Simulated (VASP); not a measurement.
A run of VASP 6.6.1 is set up as follows.

The input POSCAR:

```
Zr
1.0
    3.2463687174      0.0000000000      0.0000000000
    0.0000000000      5.1499875962      0.0000000000
    1.6231843587      0.0000000000      2.8114377793
Zr
2
Direct
    0.3333333333      0.7500000000      0.3333333333
    0.6666666667      0.2500000000      0.6666666667
```

The input INCAR.step1:

```
SYSTEM = Zr
PREC = Accurate
ENCUT = 550
ISMEAR = 0
SIGMA = 0.1
LREAL = .False.
LASPH = .True.
NELM = 120
ISYM = 0
NBANDS = 19
GGA = PE
ALGO = Normal
EDIFF = 1E-5
LWAVE = .True.
LCHARG = .False.
GGA_COMPAT = .False.
```

The input INCAR.step2:

```
SYSTEM = Zr
PREC = Accurate
ENCUT = 550
EDIFF = 1E-6
ISMEAR = 0
SIGMA = 0.1
LREAL = .False.
LASPH = .True.
NELM = 120
ALGO = Normal
ISIF = 2
LWAVE = .False.
LCHARG = .False.
METAGGA = R2SCAN
LMIXTAU = .True.
ISYM = 0
NBANDS = 19
ISTART = 1
GGA_COMPAT = .False.
```

Contents of KPOINTS:

```
regular mesh
0
Gamma
  11 7 12
  0 0 0
```

Potentials or basis: VASP PAW PBE potentials, release 64 (Zr_sv).

Run with:

```bash
$ cat potpaw_PBE.64/Zr_sv/POTCAR > POTCAR
$ cp INCAR.step1 INCAR
$ mpirun -np 1 vasp_std > vasp.out
$ cp INCAR.step2 INCAR
$ mpirun -np 1 vasp_std > vasp.out
```

(1) Predict the largest force.

(2) Estimate the pressure.

(3) Predict the band gap on the k mesh.

Answers

(1) 0.005 eV/Å.

(2) 0.0 GPa.

(3) zero (bands 12 and 13 overlap by 1.33 eV).

Caveat: the PAW data sets were made with another functional, which shifts forces and pressure a little.
